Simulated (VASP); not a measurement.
RbLuSe2, 4 atoms in the cell. Symmetry: R-3m, No. 166, trigonal system. Conventional cell: a = 3.913 Å, b = 3.913 Å, c = 22.645 Å, α = 90.00°, β = 90.00°, γ = 120.00°. Rb (site symmetry -3m) has 6 Se at 3.18 Å and 6 Rb at 3.91 Å within 4.2 Å. Lu (site symmetry -3m) has 6 Se at 2.73 Å within 3.6 Å. Se (site symmetry 3m) has 3 Lu at 2.73 Å and 3 Rb at 3.18 Å within 3.6 Å. 

```yaml
Program: VASP 6.6.1
Task: single point
Functional: PBEsol
Potentials_or_basis: VASP PAW PBE potentials, release 64 (Rb_sv, Lu, Se)
Cutoff: 520 eV
k_mesh: 6 × 6 × 6
Occupations: gaussian, width 0.01 eV
Spin: no spin polarisation
Dipole_correction: no
Further_INCAR_settings: ALGO = Normal; EDIFF = 1e-06; NBANDS = 31
```

Potentials or basis: VASP PAW PBE potentials, release 64 (Rb_sv, Lu, Se).

Run with:

```console
$ cat potpaw_PBE.64/Rb_sv/POTCAR potpaw_PBE.64/Lu/POTCAR potpaw_PBE.64/Se/POTCAR > POTCAR
$ mpirun -np 1 vasp_std > vasp.out
```

Hardware: 1 thread of Intel(R) Xeon(R) Platinum 8488C (Sapphire Rapids), on a shared host.

Q: How long does it take, and how much memory?

A: Wall time 3.9 min on 1 thread of Intel(R) Xeon(R) Platinum 8488C (Sapphire Rapids) (shared host), peak memory 0.55 GiB. Counts: scf iterations 14, k points 32.
